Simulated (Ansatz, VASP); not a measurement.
Two plane-wave programs on MnV

```
Mn V
1.0
     2.79992    0.00000    0.00000
     0.00000    2.79992    0.00000
     0.00000    0.00000    2.79992
Mn V
1 1
Direct
  0.00000 0.00000 0.00000
  0.50000 0.50000 0.50000
```

Change from the starting cell: volume scaled by 0.9, no spin polarisation, PAW files.

Alike in both runs: task single point; functional LDA; k mesh 11 × 11 × 11; occupations fermi-dirac, width 0.05 eV; no spin polarisation.

```csv
,VASP,Ansatz
version,VASP 6.6.1,Ansatz 0.2.0
potentials or method,"VASP PAW LDA potentials, release 64 (Mn_pv, V_sv)","PAW with Ansatz's default frozen-core files, scalar-relativistic"
plane-wave cutoff (eV),520,420
valence electrons in the cell,26,28
```

```csv
,VASP,Ansatz,Ansatz less VASP
pressure (GPa),3.6,3.2,-0.49
```

LDA's correlation is that of Perdew and Zunger in VASP and of Perdew and Wang (1992) in Ansatz. VASP's potentials hold 26 valence electrons a cell and Ansatz's 28, so a difference there can come from the potentials and not from the codes.
